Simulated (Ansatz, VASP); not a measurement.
# RhC2 in VASP and in Ansatz

```xyz
3
Lattice="0.0000 2.4574 2.4574 2.4574 0.0000 2.4574 2.4574 2.4574 0.0000" Properties=species:S:1:pos:R:3 pbc="T T T"
Rh    0.0000    0.0000    0.0000
C     1.2287    1.2287    1.2287
C     3.6861    3.6861    3.6861
```

Alike in both runs: task single point; functional PBEsol; k mesh 12 × 12 × 12; occupations gaussian, width 0.05 eV; no spin polarisation.

|  | VASP | Ansatz |
| --- | --- | --- |
| version | VASP 6.6.1 | Ansatz 0.2.0 |
| potentials or method | VASP PAW PBE potentials, release 64 (Rh_pv, C), cutoff 520 eV | scalar-relativistic, plane waves, PAW |
| valence electrons in the cell | 23 | 25 |

Ansatz gave:

- gap on the k mesh at the Fermi level (eV): none
- pressure (GPa): -5.3

Problem. Which values does VASP return?

Solution. gap on the k mesh at the Fermi level (eV): none; pressure (GPa): -5.4.

VASP's potentials were made for PBE, not for PBEsol. A gap of «none» marks a metal or a gap that the smearing closes. VASP's potentials hold 23 valence electrons a cell and Ansatz's 25, so a difference there can come from the potentials and not from the codes.
